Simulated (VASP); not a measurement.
A run of VASP 6.6.1:

POSCAR

```
CsPbBr3
1.0
   -5.9486308200      5.9486308200      5.9486308200
    5.9486308200     -5.9486308200      5.9486308200
    5.9486308200      5.9486308200     -5.9486308200
Cs Pb Br
4 4 12
Direct
    0.0000000000      0.0000000000      0.0000000000
    0.5000000000      0.5000000000      0.0000000000
    0.5000000000      0.0000000000      0.5000000000
    0.0000000000      0.5000000000      0.5000000000
    0.5000000000      0.5000000000      0.5000000000
    0.0000000000      0.0000000000      0.5000000000
    0.0000000000      0.5000000000      0.0000000000
    0.5000000000      0.0000000000      0.0000000000
    0.2500000000      0.2500000000      0.5000000000
    0.7500000000      0.7500000000      0.5000000000
    0.7500000000      0.2500000000      0.0000000000
    0.2500000000      0.7500000000      0.0000000000
    0.2500000000      0.5000000000      0.2500000000
    0.7500000000      0.0000000000      0.2500000000
    0.7500000000      0.5000000000      0.7500000000
    0.2500000000      0.0000000000      0.7500000000
    0.5000000000      0.2500000000      0.2500000000
    0.0000000000      0.7500000000      0.2500000000
    0.0000000000      0.2500000000      0.7500000000
    0.5000000000      0.7500000000      0.7500000000
```

File INCAR.step1:

```
SYSTEM = CsPbBr3
ALGO = Normal
EDIFF = 1E-4
ENCUT = 520
GGA = PE
ISMEAR = 0
LASPH = .True.
LCHARG = .False.
LREAL = Auto
LWAVE = .True.
NBANDS = 104
NELM = 100
PREC = Accurate
SIGMA = 0.02
```

File INCAR.step2:

```
SYSTEM = CsPbBr3
ALGO = Normal
EDIFF = 1E-6
ENCUT = 520
ISIF = 2
ISMEAR = 0
ISTART = 1
LASPH = .True.
LCHARG = .False.
LMIXTAU = .True.
LREAL = Auto
LWAVE = .False.
METAGGA = R2SCAN
NBANDS = 104
NELM = 100
PREC = Accurate
SIGMA = 0.02
```

Contents of KPOINTS:

```
Automatic mesh
0
Gamma
  2 2 2
  0.5 0.5 0.5
```

Potentials or basis: VASP PAW PBE potentials, release 64 (Cs_sv, Pb_d, Br).

The run is started by

```bash
$ cat potpaw_PBE.64/Cs_sv/POTCAR potpaw_PBE.64/Pb_d/POTCAR potpaw_PBE.64/Br/POTCAR > POTCAR
$ cp INCAR.step1 INCAR
$ mpirun -np 1 vasp_std > vasp.out
$ cp INCAR.step2 INCAR
$ mpirun -np 1 vasp_std > vasp.out
```

Hardware: 1 thread of Intel(R) Xeon(R) 6975P-C (Granite Rapids) (shared host).

**Question.** How long does it take, and how much memory?

**Answer.** Wall time 13 min on 1 thread of Intel(R) Xeon(R) 6975P-C (Granite Rapids), with other jobs on the host, peak memory 1.1 GiB. Counts: k points 2.
